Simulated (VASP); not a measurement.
**SiO2: single point with PBE**

SiO2:

```xyz
24
Lattice="0.0000 5.0814 7.0944 5.0814 0.0000 7.0944 5.0814 5.0814 0.0000" Properties=species:S:1:pos:R:3 pbc="T T T"
Si    3.5863    3.5863    3.5472
Si    8.6677    8.6677   10.6416
Si    4.0358    1.0456    5.3208
Si    4.0358    6.1270    5.3208
Si    6.1270    4.0358    8.8680
Si    6.1270    9.1172    8.8680
Si    1.4951    1.4951    0.0000
Si    6.5765    6.5765    7.0944
O     4.6025    3.8566    2.3083
O     4.6025    3.8566    9.4027
O     5.5603    6.3062    5.8555
O     5.5603    6.3062   12.9499
O     3.8566    4.6025    4.7861
O     8.9380    9.6839   11.8805
O     6.3973    3.0196    7.6291
O     6.3973    8.1010    7.6291
O     1.2248    0.4789    1.2389
O     6.3062    5.5603    8.3333
O     2.0618    3.7655    3.0125
O     7.1432    8.8469   10.1069
O     8.1010    6.3973    6.5597
O     3.0196    6.3973    6.5597
O     3.7655    2.0618    4.0819
O     8.8469    7.1432   11.1763
```

```json
{
 "Program": "VASP 6.6.1",
 "Task": "single point",
 "Functional": "PBE",
 "Potentials or basis": "VASP PAW PBE potentials, release 64 (Si, O)",
 "Cutoff": "600 eV",
 "k mesh": "1 × 1 × 1, shifted",
 "Occupations": "gaussian, width 0.01 eV",
 "Spin": "no spin polarisation"
}
```

The pressure is -0.1 GPa. The largest force is 0.023 eV/Å.

Forces on the atoms (eV/Å):
```
Si  -0.015 -0.015  0.000
Si  -0.015 -0.015  0.000
Si   0.015 -0.015  0.000
Si   0.015 -0.015  0.000
Si  -0.015  0.015  0.000
Si  -0.015  0.015  0.000
Si   0.015  0.015  0.000
Si   0.015  0.015  0.000
O    0.012  0.003  0.020
O    0.012  0.003  0.020
O   -0.012 -0.003  0.020
O   -0.012 -0.003  0.020
O    0.003  0.012 -0.020
O    0.003  0.012 -0.020
O    0.003 -0.012  0.020
O    0.003 -0.012  0.020
O   -0.003 -0.012 -0.020
O   -0.003 -0.012 -0.020
O    0.012 -0.003 -0.020
O    0.012 -0.003 -0.020
O   -0.012  0.003 -0.020
O   -0.012  0.003 -0.020
O   -0.003  0.012  0.020
O   -0.003  0.012  0.020
```

Levels at points of the mesh, in eV from the Fermi level:
```tsv
k point	band 61	band 62	band 63	band 64	band 65	band 66	band 67	band 68
(0.25, 0.25, 0.25)	-0.35	-0.34	-0.28	-0.05	5.95	8.14	8.45	8.56
```

Run time: 2.5 min on 1 thread of Intel Xeon 8259CL (shared host), peak memory 0.59 GiB.

Caveat: the k points lie up to 0.98 Å⁻¹ apart, too coarse for converged energies, forces and pressures.
